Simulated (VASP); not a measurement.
## LiRe2: single point with PBE

LiRe2:

```
CELL_PARAMETERS angstrom
0.00000 3.66758 3.66758
3.66758 0.00000 3.66758
3.66758 3.66758 0.00000
ATOMIC_POSITIONS crystal
Li 0.50000 0.50000 0.50000
Li 0.75000 0.75000 0.75000
Re 0.12500 0.12500 0.12500
Re 0.62500 0.12500 0.12500
Re 0.12500 0.62500 0.12500
Re 0.12500 0.12500 0.62500
```

```yaml
Program: VASP 6.6.1
Task: single point
Functional: PBE
Potentials_or_basis: VASP PAW PBE potentials, release 64 (Li_sv, Re)
Cutoff: 520 eV
k_mesh: 4 × 4 × 4
Occupations: gaussian, width 0.1 eV
Spin: collinear spin, ferromagnetic start
Starting_moments: "[0.0, 0.0, 1.0, 1.0, 1.0, 1.0] μB"
Dipole_correction: no
Further_INCAR_settings: ALGO = Normal; EDIFF = 1e-06; NBANDS = 30
```

The band gap on the k mesh is zero (filled and empty bands overlap), the net moment is 0.00 μB per cell and the valence electrons inside the program's atomic spheres are Li 2.08; Re 6.06.

Levels at points of the mesh, in eV from the Fermi level:
Spin up:
| k point | band 14 | band 15 | band 16 | band 17 | band 18 | band 19 | band 20 | band 21 |
| --- | --- | --- | --- | --- | --- | --- | --- | --- |
| (0.00, 0.00, 0.00) | 1.63 | 1.63 | 1.64 | 1.64 | 1.64 | 1.99 | 1.99 | 2.05 |
| (0.50, 0.00, 0.00) | -1.70 | -1.28 | -1.28 | -0.76 | -0.76 | 1.48 | 1.57 | 1.57 |
| (0.50, 0.50, 0.00) | -1.84 | -1.09 | -1.09 | -0.82 | -0.82 | -0.45 | -0.45 | 1.60 |
Spin down:
```
           k point  band 13  band 14  band 15  band 16  band 17  band 18  band 19  band 20  band 21  band 22
(0.00, 0.00, 0.00)     1.63     1.63     1.63     1.64     1.64     1.64     1.99     1.99     2.05     2.05
(0.50, 0.00, 0.00)    -1.83    -1.70    -1.28    -1.28    -0.76    -0.76     1.48     1.57     1.57     1.96
(0.50, 0.50, 0.00)    -1.84    -1.84    -1.09    -1.09    -0.82    -0.82    -0.45    -0.45     1.60     1.60
```

Wall time 41 s on 1 thread of Intel(R) Xeon(R) 6975P-C (Granite Rapids), on a shared host, peak memory 0.29 GiB.

Caveat: the k points lie up to 0.37 Å⁻¹ apart; spin-orbit coupling is left out, which moves the levels of the heavy elements.
